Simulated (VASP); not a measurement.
# Pt2C (P4_2/mnm) in VASP: a series of runs, part 2 of 3

VASP 6.6.1. Earlier steps stand in the parts before.

### Step 3. Single point, PBE

This run uses another cell than the first one, of 15.51 Å³/atom.

INCAR

```
SYSTEM = Pt2C
ALGO = Normal
EDIFF = 1E-6
ENCUT = 520
GGA = PE
ISIF = 2
ISMEAR = 0
LASPH = .TRUE.
LCHARG = .FALSE.
LREAL = .FALSE.
LWAVE = .FALSE.
NBANDS = 33
NELM = 100
PREC = Accurate
SIGMA = 0.1
```

KPOINTS

```
k-points
0
G
  4 4 6
  0 0 0
```

POSCAR

```
Pt2C
1.0
    5.4513435100      0.0000000000      0.0000000000
    0.0000000000      5.4513435100      0.0000000000
    0.0000000000      0.0000000000      3.1312478200
Pt C
4 2
Direct
    0.7147240000      0.2852760000      0.5000000000
    0.2852760000      0.7147240000      0.5000000000
    0.2147240000      0.2147240000      0.0000000000
    0.7852760000      0.7852760000      0.0000000000
    0.0000000000      0.0000000000      0.5000000000
    0.5000000000      0.5000000000      0.0000000000
```

Potentials or basis: VASP PAW PBE potentials, release 64 (Pt, C).

The run is started by

```sh
> cat potpaw_PBE.64/Pt/POTCAR potpaw_PBE.64/C/POTCAR > POTCAR
> mpirun -np 1 vasp_std > vasp.out
```

OUTCAR:

```text
SYSTEM = Pt2C
   EDIFF = 1E-6
   ENCUT = 520
   GGA = PE
   ISIF = 2
   ISMEAR = 0
   LASPH = .TRUE.
   LREAL = .FALSE.
   NELM = 100
   PREC = Accurate

 ion  position               nearest neighbor table
   1  0.715  0.285  0.500-   5 2.20   6 2.28   6 2.28   4 3.17   3 3.17   4 3.17   3 3.17   4 3.17
                             4 3.17   3 3.17   3 3.17   2 3.31
   2  0.285  0.715  0.500-   5 2.20   6 2.28   6 2.28   4 3.17   3 3.17   4 3.17   3 3.17   3 3.17
                             3 3.17   4 3.17   4 3.17   1 3.31
   3  0.215  0.215  0.000-   6 2.20   5 2.28   5 2.28   2 3.17   1 3.17   2 3.17   1 3.17   2 3.17
                             2 3.17   1 3.17   1 3.17   4 3.31
   4  0.785  0.785  0.000-   6 2.20   5 2.28   5 2.28   2 3.17   1 3.17   2 3.17   1 3.17   1 3.17
                             1 3.17   2 3.17   2 3.17   3 3.31
   5  0.000  0.000  0.500-   1 2.20   2 2.20   3 2.28   4 2.28   3 2.28   4 2.28
   6  0.500  0.500  0.000-   3 2.20   4 2.20   1 2.28   2 2.28   1 2.28   2 2.28

  LATTYP: Found a simple tetragonal cell.
 ALAT       =     5.4513435100
 C/A-ratio  =     0.5743992860

  Lattice vectors:

 A1 = (   5.4513435100,   0.0000000000,   0.0000000000)
 A2 = (   0.0000000000,   5.4513435100,   0.0000000000)
 A3 = (   0.0000000000,   0.0000000000,   3.1312478200)

Analysis of symmetry for initial positions (statically):
=====================================================================
 Subroutine PRICEL returns:
 Original cell was already a primitive cell.

 Routine SETGRP: Setting up the symmetry group for a
 simple tetragonal supercell.

 Subroutine GETGRP returns: Found 16 space group operations
 (whereof  8 operations were pure point group operations)
 out of a pool of 16 trial point group operations.

The static configuration has the point symmetry D_2h.
 The point group associated with its full space group is D_4h.

Analysis of symmetry for dynamics (positions and initial velocities):
=====================================================================
 Subroutine PRICEL returns:
 Original cell was already a primitive cell.

 Routine SETGRP: Setting up the symmetry group for a
 simple tetragonal supercell.

 Subroutine GETGRP returns: Found 16 space group operations
 (whereof  8 operations were pure point group operations)
 out of a pool of 16 trial point group operations.

The dynamic configuration has the point symmetry D_2h.
 The point group associated with its full space group is D_4h.

 Subroutine INISYM returns: Found 16 space group operations
 (whereof  8 operations are pure point group operations),
 and found     1 'primitive' translations

----------------------------------------------------------------------------------------

                                     Primitive cell

  volume of cell :      93.0517

  direct lattice vectors                    reciprocal lattice vectors
     5.451343510  0.000000000  0.000000000     0.183441017  0.000000000  0.000000000
     0.000000000  5.451343510  0.000000000     0.000000000  0.183441017  0.000000000
     0.000000000  0.000000000  3.131247820     0.000000000  0.000000000  0.319361500

  length of vectors
     5.451343510  5.451343510  3.131247820     0.183441017  0.183441017  0.319361500

  position of ions in fractional coordinates (direct lattice)
     0.714724000  0.285276000  0.500000000
     0.285276000  0.714724000  0.500000000
     0.214724000  0.214724000  0.000000000
     0.785276000  0.785276000  0.000000000
[... 35 lines left out ...]

 Found     24 irreducible k-points:

 Following reciprocal coordinates:
            Coordinates               Weight
  0.000000  0.000000  0.000000      1.000000
  0.250000  0.000000  0.000000      4.000000
  0.500000  0.000000  0.000000      2.000000
  0.250000  0.250000  0.000000      4.000000
  0.500000  0.250000  0.000000      4.000000
  0.500000  0.500000  0.000000      1.000000
[... 16 lines left out ...]
  0.500000  0.250000  0.500000      4.000000
  0.500000  0.500000  0.500000      1.000000
   k-points           NKPTS =     24   k-points in BZ     NKDIM =     24   number of bands    NBANDS=     33
   number of dos      NEDOS =    301   number of ions     NIONS =      6
   total plane-waves  NPLWV =  42336
   dimension x,y,z NGX =    42 NGY =   42 NGZ =   24
   dimension x,y,z NGXF=    84 NGYF=   84 NGZF=   48
   ions per type =               4   2
   NGX,Y,Z   is equivalent  to a cutoff of  12.81, 12.81, 12.74 a.u.
   NGXF,Y,Z  is equivalent  to a cutoff of  25.62, 25.62, 25.48 a.u.
 SYSTEM =  Pt2C
   PREC   = accura    normal or accurate (medium, high low for compatibility)
   ISTART =      0    job   : 0-new  1-cont  2-samecut
   ICHARG =      2    charge: 1-file 2-atom 10-const
   ISPIN  =      1    spin polarized calculation?
   LNONCOLLINEAR =      F non collinear calculations
   LSORBIT =      F    spin-orbit coupling
   LASPH  =      T    aspherical Exc in radial PAW
   ENCUT  =  520.0 eV  38.22 Ry    6.18 a.u.  10.14 10.14  5.82*2*pi/ulx,y,z
   NELM   =    100;   NELMIN=  2; NELMDL= -5     # of ELM steps
   EDIFF  = 0.1E-05   stopping-criterion for ELM
   LREAL  =      F    real-space projection
[... 7 lines left out ...]
   TEBEG  =    0.0;   TEEND  =   0.0 temperature during run
   PSTRESS=    0.0 pullay stress
   NELECT =      48.0000    total number of electrons
   NUPDOWN=      -1.0000    fix difference up-down
   EMIN   =  10.00;   EMAX   =-10.00  energy-range for DOS
   EFERMI =   0.00;   METHOD = LEGACY
   ISMEAR =     0;   SIGMA  =   0.10  broadening in eV -4-tet -1-fermi 0-gaus
   EFERMI_NEDOS =   21; number of points for ismear=-14 and -15
   IALGO  =     38    algorithm
   IMIX   =      4    mixing-type and parameters
     AMIX     =   0.40;   BMIX     =  1.00
     AMIX_MAG =   1.60;   BMIX_MAG =  1.00
  volume/ion in A,a.u.               =      15.51       104.66
  Fermi-wavevector in a.u.,A,eV,Ry     =   1.312947  2.481109 23.454114  1.723829
  Thomas-Fermi vector in A             =   2.443304
   LORBIT       =      0    0 simple, 1 ext, 2 COOP (PROOUT), +10 PAW based schemes
   GGA     = PE    functional components
   LHFCALC =     F    Hartree Fock is set to
   AEXX    =    0.0000 exact exchange contribution
   IVDW    =     0    specifies the selected vdW correction
   LEPSILON=     F    determine dielectric tensor
   LRPA    =     F    only Hartree local field effects (RPA)
 non-spin polarized calculation
 Gauss-broadening in eV      SIGMA  =   0.10
  energy-cutoff  :      520.00
  volume of cell :       93.05
 maximum number of plane-waves:      2535
 NGX is ok and might be reduce to    42
   NGX = 21   NGY = 21   NGZ = 11

 number of electron      48.0000001 magnetization

 Free energy of the ion-electron system (eV)
  ---------------------------------------------------
  ext. energy  EPLUGINS =         0.00000000
  ---------------------------------------------------
  free energy    TOTEN  =       -37.28302506 eV

  energy without entropy =      -37.26630281  energy(sigma->0) =      -37.27466393

 E-fermi :   7.7189     XC(G=0): -11.9226

 val. band max:        7.6875754049   @ k =   0.0000   0.0000   0.3333
 cond. band min:       7.7294654889   @ k =   0.0000   0.0000   0.1667
 fundamental gap:      0.0418900840
 Fermi energy:         7.7188693990

 k-point     1 :       0.0000    0.0000    0.0000
  band No.  band energies     occupation
      1      -5.7225      2.00000
      2      -3.7412      2.00000
      3       0.3262      2.00000
      4       0.3262      2.00000
      5       1.9396      2.00000
      6       2.2602      2.00000
[... 853 lines left out ...]
     32      13.1734      0.00000
     33      13.5774      0.00000

------------------------ aborting loop because EDIFF is reached ----------------------------------------

  FORCE on cell =-STRESS in cart. coord.  units (eV):
  Direction    XX          YY          ZZ          XY          YZ          ZX
  --------------------------------------------------------------------------------------
  -------------------------------------------------------------------------------------
  Total      -15.6420158    -15.6420158    -12.4404792      0.0000000      0.0000000      0.0000000
  in kB     -269.3262981   -269.3262981   -214.2018177      0.0000000      0.0000000      0.0000000
  external PRESSURE =    -250.9514713 kB  Pullay stress =       0.0000000 kB

 VOLUME and BASIS-vectors are now :
 -----------------------------------------------------------------------------
  energy-cutoff  :      520.00
  volume of cell :       93.05
      direct lattice vectors                 reciprocal lattice vectors
     5.451343510  0.000000000  0.000000000     0.183441017  0.000000000  0.000000000
     0.000000000  5.451343510  0.000000000     0.000000000  0.183441017  0.000000000
     0.000000000  0.000000000  3.131247820     0.000000000  0.000000000  0.319361500

 POSITION                                       TOTAL-FORCE (eV/Angst)
 -----------------------------------------------------------------------------------
      3.89621      1.55514      1.56562        -0.268693      0.268693      0.000000
      1.55514      3.89621      1.56562         0.268693     -0.268693      0.000000
      1.17053      1.17053      0.00000        -0.268693     -0.268693      0.000000
      4.28081      4.28081      0.00000         0.268693      0.268693      0.000000
      0.00000      0.00000      1.56562         0.000000      0.000000      0.000000
      2.72567      2.72567      0.00000         0.000000      0.000000      0.000000
 -----------------------------------------------------------------------------------
    total drift:                               -0.000000     -0.000000      0.000000

  FREE ENERGIE OF THE ION-ELECTRON SYSTEM (eV)
  ---------------------------------------------------
  free  energy   TOTEN  =       -37.2830250561 eV

  energy  without entropy=      -37.2663028132  energy(sigma->0) =      -37.27466393
```

It took 84 s on 1 thread of Intel Xeon 8259CL, shared host; peak memory 0.23 GiB.

Results:

| Item | Value |
| --- | --- |
| Free energy | -37.2830 eV |
| Pressure | -25.1 GPa |
| Largest force | 0.380 eV/Å |
| Band gap on the k mesh | zero (bands 24 and 25 overlap by 0.24 eV) |

Forces in eV/Å, atoms in the order of the input:
```
Pt  -0.269  0.269  0.000
Pt   0.269 -0.269  0.000
Pt  -0.269 -0.269  0.000
Pt   0.269  0.269  0.000
C    0.000  0.000  0.000
C    0.000  0.000  0.000
```

Caveat: the cell stands under tension; spin-orbit coupling is left out, which moves the levels of the heavy elements.

### Step 4. Single point, PBE

INCAR

```
  PREC = Accurate
  ENCUT = 520
  EDIFF = 1E-7
  ISMEAR = 0
  SIGMA = 0.1
  LREAL = F
  LASPH = T
  NELM = 80
  ALGO = Normal
  ISIF = 2
  LWAVE = F
  LCHARG = T
  GGA = PE
  LELF = T
  LVHAR = T
  NBANDS = 33
```

KPOINTS

```
regular mesh
0
Gamma
  8 8 12
```

POSCAR

```
Pt2C
1.0
    4.9998638937      0.0000000000      0.0000000000
    0.0000000000      4.9998638937      0.0000000000
    0.0000000000      0.0000000000      3.2154746773
Pt C
4 2
Direct
    0.6967830653      0.3032169347      0.5000000000
    0.3032169347      0.6967830653      0.5000000000
    0.1967830653      0.1967830653      0.0000000000
    0.8032169347      0.8032169347      0.0000000000
    0.0000000000      0.0000000000      0.5000000000
    0.5000000000      0.5000000000      0.0000000000
```

The run is started by

```sh
> cat potpaw_PBE.64/Pt/POTCAR potpaw_PBE.64/C/POTCAR > POTCAR
> mpirun -np 1 vasp_std > vasp.out
```

Run time: 5 min. Hardware: 1 thread of Intel Xeon 8259CL, shared host; peak memory 0.34 GiB.

Results (log left out):

```yaml
Free_energy: -38.7328 eV
Pressure: 0.1 GPa
Largest_force: 0.020 eV/Å
Band_gap_on_the_k_mesh: zero (bands 24 and 25 overlap by 0.40 eV)
```

Forces in eV/Å, atoms in the order of the input:
```
Pt   0.014 -0.014  0.000
Pt  -0.014  0.014  0.000
Pt   0.014  0.014  0.000
Pt  -0.014 -0.014  0.000
C    0.000  0.000  0.000
C    0.000  0.000  0.000
```

Stress tensor (GPa, compression positive):
```
0.00 0.00 0.00
0.00 0.00 0.00
0.00 0.00 0.18
```

Levels at points of the mesh, in eV from the Fermi level:
| k point | band 22 | band 23 | band 24 | band 25 | band 26 | band 27 |
| --- | --- | --- | --- | --- | --- | --- |
| (0.00, 0.00, 0.00) | -1.24 | 0.01 | 0.01 | 0.65 | 0.75 | 1.07 |
| (0.50, 0.00, 0.00) | -1.89 | -1.00 | -1.00 | 0.58 | 0.58 | 2.79 |
| (0.50, 0.50, 0.00) | -2.56 | -2.49 | -2.49 | 2.52 | 2.52 | 3.09 |
| (0.00, 0.00, 0.50) | -1.93 | -0.10 | -0.10 | 0.06 | 0.06 | 0.92 |
| (0.50, 0.00, 0.50) | -1.91 | -0.73 | -0.73 | 0.50 | 0.50 | 1.37 |
| (0.50, 0.50, 0.50) | -2.06 | -1.14 | -1.14 | 0.54 | 0.54 | 1.23 |

Caveat: spin-orbit coupling is left out, which moves the levels of the heavy elements.

(Part 2 of 3 ends here.)
